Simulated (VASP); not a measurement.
# MgO in VASP: a series of runs

MgO is run at these levels: r2SCAN, HSE06; tasks: single point.

Program: VASP 6.6.1. These are calculated values, not measurements. Logs are shortened: lines on timing, memory, paths and dates and some standing lists are left out, and cuts for length are marked.

## (1) The cell of the first run

Symmetry: R3m, No. 160, trigonal system. The conventional cell has a = 3.227 Å, b = 3.227 Å, c = 8.047 Å, α = 90.00°, β = 90.00°, γ = 120.00°. Mg (site symmetry 3m) has 4 O at 1.99 to 2.00 Å within 2.6 Å. Within 2.6 Å of O (site symmetry 3m) lie 4 Mg at 1.99 to 2.00 Å.

## (2) Single point, r2SCAN (strain along [111] +1.8%)

File POSCAR:

```
MgO
1.0
    0.0272319342      2.3092375966      2.3092375966
    2.3092375966      0.0272319342      2.3092375966
    2.3092375966      2.3092375966      0.0272319342
Mg O
1 1
Direct
    0.0009799497      0.0009799497      0.0009799497
    0.2490200503      0.2490200503      0.2490200503
```

File INCAR.step1:

```
SYSTEM = MgO
PREC = Accurate
ENCUT = 520
ISMEAR = 0
SIGMA = 0.01
LREAL = .False.
LASPH = .True.
NELM = 60
NBANDS = 11
GGA = PE
ALGO = Normal
EDIFF = 1E-4
LWAVE = .True.
LCHARG = .False.
```

File INCAR.step2:

```
SYSTEM = MgO
PREC = Accurate
ENCUT = 520
EDIFF = 1E-6
ISMEAR = 0
SIGMA = 0.01
LREAL = .False.
LASPH = .True.
NELM = 60
ALGO = Normal
ISIF = 2
LWAVE = .False.
LCHARG = .False.
METAGGA = R2SCAN
LMIXTAU = .True.
NBANDS = 11
ISTART = 1
```

File KPOINTS:

```
regular mesh
0
Gamma
  10 10 10
  0 0 0
```

Potentials or basis: VASP PAW PBE potentials, release 64 (Mg, O).

On the command line:

```bash
$ cat potpaw_PBE.64/Mg/POTCAR potpaw_PBE.64/O/POTCAR > POTCAR
$ cp INCAR.step1 INCAR
$ mpirun -np 1 vasp_std > vasp.out
$ cp INCAR.step2 INCAR
$ mpirun -np 1 vasp_std > vasp.out
```

OUTCAR:

```text
SYSTEM = MgO
   PREC = Accurate
   ENCUT = 520
   EDIFF = 1E-6
   ISMEAR = 0
   LREAL = .False.
   LASPH = .True.
   NELM = 60
   ISIF = 2
   METAGGA = R2SCAN
   ISTART = 1

 ion  position               nearest neighbor table
   1  0.001  0.001  0.001-   2 1.99   2 1.99   2 1.99   2 2.00
   2  0.249  0.249  0.249-   1 1.99   1 1.99   1 1.99   1 2.00

  LATTYP: Found a trigonal (rhomboedric) cell.
 ALAT       =     3.2658686644
 COS(alpha) =     0.5117570243

  Lattice vectors:

 A1 = (   0.0272319342,   2.3092375966,   2.3092375966)
 A2 = (   2.3092375966,   0.0272319342,   2.3092375966)
 A3 = (   2.3092375966,   2.3092375966,   0.0272319342)

Analysis of symmetry for initial positions (statically):
=====================================================================
 Subroutine PRICEL returns:
 Original cell was already a primitive cell.

 Routine SETGRP: Setting up the symmetry group for a
 trigonal (rhombohedral) supercell.

 Subroutine GETGRP returns: Found  6 space group operations
 (whereof  6 operations were pure point group operations)
 out of a pool of 12 trial point group operations.

The static configuration has the point symmetry C_3v.

Analysis of symmetry for dynamics (positions and initial velocities):
=====================================================================
 Subroutine PRICEL returns:
 Original cell was already a primitive cell.

 Routine SETGRP: Setting up the symmetry group for a
 trigonal (rhombohedral) supercell.

 Subroutine GETGRP returns: Found  6 space group operations
 (whereof  6 operations were pure point group operations)
 out of a pool of 12 trial point group operations.

The dynamic configuration has the point symmetry C_3v.

 Subroutine INISYM returns: Found  6 space group operations
 (whereof  6 operations are pure point group operations),
 and found     1 'primitive' translations

----------------------------------------------------------------------------------------

                                     Primitive cell

  volume of cell :      24.1928

  direct lattice vectors                    reciprocal lattice vectors
     0.027231934  2.309237597  2.309237597    -0.220389843  0.217821164  0.217821164
     2.309237597  0.027231934  2.309237597     0.217821164 -0.220389843  0.217821164
     2.309237597  2.309237597  0.027231934     0.217821164  0.217821164 -0.220389843

  length of vectors
     3.265868664  3.265868664  3.265868664     0.378766157  0.378766157  0.378766157

  position of ions in fractional coordinates (direct lattice)
     0.000979950  0.000979950  0.000979950
     0.249020050  0.249020050  0.249020050

  ion indices of the primitive-cell ions
   primitive index   ion index
                 1           1
                 2           2

----------------------------------------------------------------------------------------

 KPOINTS: regular mesh

Automatic generation of k-mesh.
 Grid dimensions read from file:
 generate k-points for:   10   10   10

 Generating k-lattice:

  Cartesian coordinates                     Fractional coordinates (reciprocal lattice)
    -0.022038984  0.021782116  0.021782116     0.100000000 -0.000000000 -0.000000000
     0.021782116 -0.022038984  0.021782116    -0.000000000  0.100000000 -0.000000000
     0.021782116  0.021782116 -0.022038984    -0.000000000 -0.000000000  0.100000000

  Length of vectors
     0.037876616  0.037876616  0.037876616

  Shift w.r.t. Gamma in fractional coordinates (k-lattice)
     0.000000000  0.000000000  0.000000000

 Subroutine IBZKPT returns following result:
 ===========================================

 Found    116 irreducible k-points:

 Following reciprocal coordinates:
            Coordinates               Weight
  0.000000  0.000000  0.000000      1.000000
  0.100000  0.000000  0.000000      6.000000
  0.200000  0.000000  0.000000      6.000000
  0.300000  0.000000 -0.000000      6.000000
  0.400000  0.000000 -0.000000      6.000000
  0.500000 -0.000000 -0.000000      3.000000
[... 16 lines left out ...]
  0.300000  0.300000  0.000000      6.000000
  0.400000  0.300000 -0.000000     12.000000
 [... further k-points ...]
   k-points           NKPTS =    116   k-points in BZ     NKDIM =    116   number of bands    NBANDS=     11
   number of dos      NEDOS =    301   number of ions     NIONS =      2
   total plane-waves  NPLWV =  13824
   dimension x,y,z NGX =    24 NGY =   24 NGZ =   24
   dimension x,y,z NGXF=    48 NGYF=   48 NGZF=   48
   ions per type =               1   1
   NGX,Y,Z   is equivalent  to a cutoff of  12.22, 12.22, 12.22 a.u.
   NGXF,Y,Z  is equivalent  to a cutoff of  24.43, 24.43, 24.43 a.u.
 SYSTEM =  MgO
   PREC   = accura    normal or accurate (medium, high low for compatibility)
   ISTART =      1    job   : 0-new  1-cont  2-samecut
   ICHARG =      0    charge: 1-file 2-atom 10-const
   ISPIN  =      1    spin polarized calculation?
   LNONCOLLINEAR =      F non collinear calculations
   LSORBIT =      F    spin-orbit coupling
   LASPH  =      T    aspherical Exc in radial PAW
   ENCUT  =  520.0 eV  38.22 Ry    6.18 a.u.   6.07  6.07  6.07*2*pi/ulx,y,z
   NELM   =     60;   NELMIN=  2; NELMDL=  0     # of ELM steps
   EDIFF  = 0.1E-05   stopping-criterion for ELM
   LREAL  =      F    real-space projection
   EDIFFG = 0.1E-04   stopping-criterion for IOM
   NSW    =      0    number of steps for IOM
   IBRION =     -1    ionic relax: 0-MD 1-quasi-New 2-CG
   NFREE  =      0    steps in history (QN), initial steepest desc. (CG)
   ISIF   =      2    stress and relaxation
   ISYM   =      2    0-nonsym 1-usesym 2-fastsym
   POTIM  = 0.5000    time-step for ionic-motion
   TEBEG  =    0.0;   TEEND  =   0.0 temperature during run
   PSTRESS=    0.0 pullay stress
   NELECT =       8.0000    total number of electrons
   NUPDOWN=      -1.0000    fix difference up-down
   EMIN   =  10.00;   EMAX   =-10.00  energy-range for DOS
   EFERMI =   0.00;   METHOD = LEGACY
   ISMEAR =     0;   SIGMA  =   0.01  broadening in eV -4-tet -1-fermi 0-gaus
   EFERMI_NEDOS =   21; number of points for ismear=-14 and -15
   IALGO  =     38    algorithm
   IMIX   =      4    mixing-type and parameters
     AMIX     =   0.40;   BMIX     =  1.00
     AMIX_MAG =   1.60;   BMIX_MAG =  1.00
  volume/ion in A,a.u.               =      12.10        81.63
  Fermi-wavevector in a.u.,A,eV,Ry     =   1.132078  2.139317 17.437239  1.281601
  Thomas-Fermi vector in A             =   2.268778
   LORBIT       =      0    0 simple, 1 ext, 2 COOP (PROOUT), +10 PAW based schemes
   METAGGA = R2SCAN    functional components
   LHFCALC =     F    Hartree Fock is set to
   AEXX    =    0.0000 exact exchange contribution
   IVDW    =     0    specifies the selected vdW correction
   LEPSILON=     F    determine dielectric tensor
   LRPA    =     F    only Hartree local field effects (RPA)
 non-spin polarized calculation
 Gauss-broadening in eV      SIGMA  =   0.01
  energy-cutoff  :      520.00
  volume of cell :       24.19
 maximum number of plane-waves:       666
   NGX = 13   NGY = 13   NGZ = 13

 number of electron       8.0000004 magnetization

 Free energy of the ion-electron system (eV)
  ---------------------------------------------------
  ext. energy  EPLUGINS =         0.00000000
  ---------------------------------------------------
  free energy    TOTEN  =       -15.84708378 eV

  energy without entropy =      -15.84708378  energy(sigma->0) =      -15.84708378

 E-fermi :   0.3724     XC(G=0): -10.0847

 val. band max:        0.3064812296   @ k =   0.0000   0.0000   0.0000
 cond. band min:       4.4871330044   @ k =   0.0000   0.0000   0.0000
 fundamental gap:      4.1806517748
 Fermi energy:         0.3724270957

 k-point     1 :       0.0000    0.0000    0.0000
  band No.  band energies     occupation
      1     -16.5085      2.00000
      2       0.2110      2.00000
      3       0.3065      2.00000
      4       0.3065      2.00000
      5       4.4871      0.00000
      6      17.6628      0.00000
      7      18.1584      0.00000
      8      18.1584      0.00000
      9      21.4327      0.00000
     10      21.4495      0.00000
     11      21.4495      0.00000

 k-point     2 :       0.1000    0.0000    0.0000
  band No.  band energies     occupation
      1     -16.4522      2.00000
      2      -0.1527      2.00000
      3       0.2061      2.00000
      4       0.2860      2.00000
      5       5.0276      0.00000
      6      17.1394      0.00000
      7      17.7380      0.00000
      8      18.1225      0.00000
      9      19.9567      0.00000
     10      20.1214      0.00000
     11      21.0376      0.00000

 k-point     3 :       0.2000    0.0000    0.0000
  band No.  band energies     occupation
      1     -16.3016      2.00000
      2      -1.0425      2.00000
      3       0.1602      2.00000
      4       0.2331      2.00000
      5       6.1948      0.00000
      6      15.3035      0.00000
      7      17.1812      0.00000
      8      17.4621      0.00000
      9      19.7978      0.00000
     10      20.1305      0.00000
     11      20.5324      0.00000

 k-point     4 :       0.3000    0.0000   -0.0000
  band No.  band energies     occupation
      1     -16.1076      2.00000
      2      -1.8904      2.00000
      3       0.1066      2.00000
      4       0.1692      2.00000
      5       7.5072      0.00000
      6      13.4300      0.00000
      7      16.3093      0.00000
      8      16.5602      0.00000
      9      20.4159      0.00000
     10      20.8285      0.00000
     11      21.2017      0.00000
[... 239 lines left out ...]
 k-point    22 :      -0.2000    0.2000    0.0000
  band No.  band energies     occupation
      1     -16.0423      2.00000
      2      -1.7556      2.00000
      3      -0.4020      2.00000
      4       0.1589      2.00000
      5       7.9339      0.00000
      6      13.4532      0.00000
      7      14.9320      0.00000
      8      16.5395      0.00000
      9      19.6562      0.00000
     10      22.0288      0.00000
     11      23.9180      0.00000

 k-point    23 :       0.3000    0.3000    0.0000
  band No.  band energies     occupation
      1     -15.9890      2.00000
      2      -1.7017      2.00000
      3      -0.2659      2.00000
      4      -0.1789      2.00000
      5       7.4766      0.00000
      6      13.1301      0.00000
      7      15.4102      0.00000
      8      17.5244      0.00000
      9      17.7476      0.00000
     10      24.1129      0.00000
     11      24.3829      0.00000

 k-point    24 :       0.4000    0.3000   -0.0000
  band No.  band energies     occupation
      1     -15.8643      2.00000
      2      -1.9380      2.00000
      3      -0.3765      2.00000
      4      -0.3384      2.00000
      5       7.7491      0.00000
      6      12.7274      0.00000
      7      15.0354      0.00000
      8      17.4046      0.00000
      9      18.0228      0.00000
     10      24.3699      0.00000
     11      24.8663      0.00000

 [... further k-points ...]

------------------------ aborting loop because EDIFF is reached ----------------------------------------

  FORCE on cell =-STRESS in cart. coord.  units (eV):
  Direction    XX          YY          ZZ          XY          YZ          ZX
  --------------------------------------------------------------------------------------
  -------------------------------------------------------------------------------------
  Total       -0.4118369     -0.4118369     -0.4118369     -0.1622532     -0.1622532     -0.1622532
  in kB      -27.2741072    -27.2741072    -27.2741072    -10.7453003    -10.7453003    -10.7453003
  external PRESSURE =     -27.2741072 kB  Pullay stress =       0.0000000 kB

 VOLUME and BASIS-vectors are now :
 -----------------------------------------------------------------------------
  energy-cutoff  :      520.00
  volume of cell :       24.19
      direct lattice vectors                 reciprocal lattice vectors
     0.027231934  2.309237597  2.309237597    -0.220389843  0.217821164  0.217821164
     2.309237597  0.027231934  2.309237597     0.217821164 -0.220389843  0.217821164
     2.309237597  2.309237597  0.027231934     0.217821164  0.217821164 -0.220389843

 POSITION                                       TOTAL-FORCE (eV/Angst)
 -----------------------------------------------------------------------------------
      0.00455      0.00455      0.00455         0.000793      0.000793      0.000793
      1.15687      1.15687      1.15687        -0.000793     -0.000793     -0.000793
 -----------------------------------------------------------------------------------
    total drift:                                0.000530      0.000530      0.000530

  FREE ENERGIE OF THE ION-ELECTRON SYSTEM (eV)
  ---------------------------------------------------
  free  energy   TOTEN  =       -15.8470837844 eV

  energy  without entropy=      -15.8470837844  energy(sigma->0) =      -15.84708378
```

It took 99 s on 1 thread of Intel Xeon 8259CL, shared host; peak memory 0.16 GiB.

Results:

| Property | Result |
| --- | --- |
| Free energy | -15.8471 eV |
| Pressure | -2.7 GPa |
| Band gap on the k mesh | 4.18 eV |

Stress tensor (GPa, compression positive):
```
-2.73 -1.07 -1.07
-1.07 -2.73 -1.07
-1.07 -1.07 -2.73
```

Levels at points of the mesh, in eV from the valence-band top:
```csv
k point,band 1,band 2,band 3,band 4,band 5,band 6,band 7,band 8
"(0.00, 0.00, 0.00)",-16.82,-0.10,0.00,0.00,4.18,17.36,17.85,17.85
"(0.50, 0.00, 0.00)",-16.19,-2.99,-0.26,-0.21,9.46,10.38,15.18,15.44
"(0.50, 0.50, 0.00)",-16.01,-2.50,-0.82,-0.72,6.86,12.34,15.03,17.46
"(0.50, 0.50, 0.50)",-16.22,-3.04,-0.17,-0.17,9.47,10.29,15.56,15.56
```

Caveat: the cell differs from its parent crystal (strain along [111] +1.8%); the PAW data sets were made with another functional, which shifts forces and pressure a little.

(Part 1 of 2 ends here.)
